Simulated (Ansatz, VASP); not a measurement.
# One calculation of MgO, two programs

```
Mg O
1.0
     3.34280    0.00000    0.00000
    -1.67140    2.89495    0.00000
     0.00000    0.00000    5.16406
Mg O
2 2
Direct
  0.33333 0.66667 0.00632
  0.66667 0.33333 0.50632
  0.33333 0.66667 0.39828
  0.66667 0.33333 0.89828
```

Change from the starting cell: mode 11 frozen in at +0.000 Å, equal normal strain along x, y and z +0.0083.

Alike in both runs: task single point; functional PBE; k mesh 9 × 9 × 6; occupations gaussian, width 0.05 eV; no spin polarisation.

```csv
,VASP,Ansatz
version,VASP 6.6.1,Ansatz 0.2.0
potentials or method,"VASP PAW PBE potentials, release 64 (Mg, O), cutoff 520 eV","scalar-relativistic, plane waves, PAW"
valence electrons in the cell,16,32
```

```tsv
	VASP	Ansatz	Ansatz less VASP
gap on the k mesh at the Fermi level (eV)	3.26	3.28	+0.020
least direct gap on the mesh (eV)	3.26	3.28	+0.020
pressure (GPa)	-3.2	-2.7	+0.45
traceless stress, the component that is largest in VASP (GPa)	0.22	0.19	-0.031
rms of the force components (eV/Å)	0.010	0.009	-0.0010
```

Atom by atom the forces differ by 0.001 eV/Å (rms over components). VASP's potentials hold 16 valence electrons a cell and Ansatz's 32, so a difference there can come from the potentials and not from the codes.
